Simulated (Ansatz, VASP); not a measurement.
## Two plane-wave programs on CsEu

File INCAR:

```
SYSTEM = CsEu
PREC = Accurate
ENCUT = 520
EDIFF = 1E-7
ISMEAR = 1
SIGMA = 0.3
LREAL = .FALSE.
LASPH = .TRUE.
NELM = 150
ALGO = Normal
ISIF = 2
LWAVE = .FALSE.
LCHARG = .FALSE.
ISPIN = 2
MAGMOM = 0 7
LORBIT = 11
LMAXMIX = 6
GGA = B5
ALDAX = 1.0
AGGAX = 1.0
AGGAC = 1.0
ALDAC = 0.0
NBANDS = 24
```

The input KPOINTS:

```
regular mesh
0
G
  6 6 3
  0 0 0
```

Contents of POSCAR:

```
CsEu
1.0
    4.4644198800      0.0000000000      0.0000000000
   -2.2322099400      3.8663010300      0.0000000000
    0.0000000000      0.0000000000      8.0086310000
Cs Eu
1 1
Direct
    0.0000000000      0.0000000000      0.5000000000
    0.6666666667      0.3333333333      0.0000000000
```

Input for Ansatz:

```yaml
crystal:
  lattice:
    - [4.46441988, 0.0, 0.0]
    - [-2.23220994, 3.86630103, 0.0]
    - [0.0, 0.0, 8.008631]
  atoms:
    - { symbol: Cs, position: [0.0, 0.0, 0.5] }
    - { symbol: Eu, position: [0.6666666666666666, 0.3333333333333333, 0.0] }
basis:
  ecutwfc: 630.0
kpoints:
  mp_grid:
    grid: [6, 6, 3]
    shift: [0.0, 0.0, 0.0]
hamiltonian:
  xc: blyp
  pseudopotentials:
    kind: paw
magnetization:
  spin_polarized: true
  per_species:
    Eu: 7.0
scf:
  convergence:
    dr2_threshold: 1.0e-08
  occupations:
    method: cold
    width: 0.3
output:
  stress: true
```

Alike in both runs: task single point; functional BLYP; k mesh 6 × 6 × 3; collinear spin.

|  | VASP | Ansatz |
| --- | --- | --- |
| version | VASP 6.6.1 | Ansatz 0.2.0 |
| potentials or method | VASP PAW PBE potentials, release 64 (Cs_sv, Eu), cutoff 520 eV | plane waves, PAW |
| occupations | methfessel-paxton of order 1, width 0.3 eV | cold, width 0.3 eV |
| valence electrons in the cell | 26 | 26 |

Ansatz gave:

- pressure (GPa): 0.4
- net moment per atom (μB): 3.70
- size of the moment on the site where the two differ most (μB): 7.17

Task: Estimate VASP's values.

Result: Pressure (GPa): 0.3; net moment per atom (μB): 3.72; size of the moment on the site where the two differ most (μB): 6.80.

VASP's potentials were made for PBE, not for BLYP. Site moments also hang on the region over which each program counts them. Ansatz's warnings: stability check not made, stress scf threshold loose.

Neither program's run includes spin-orbit coupling.
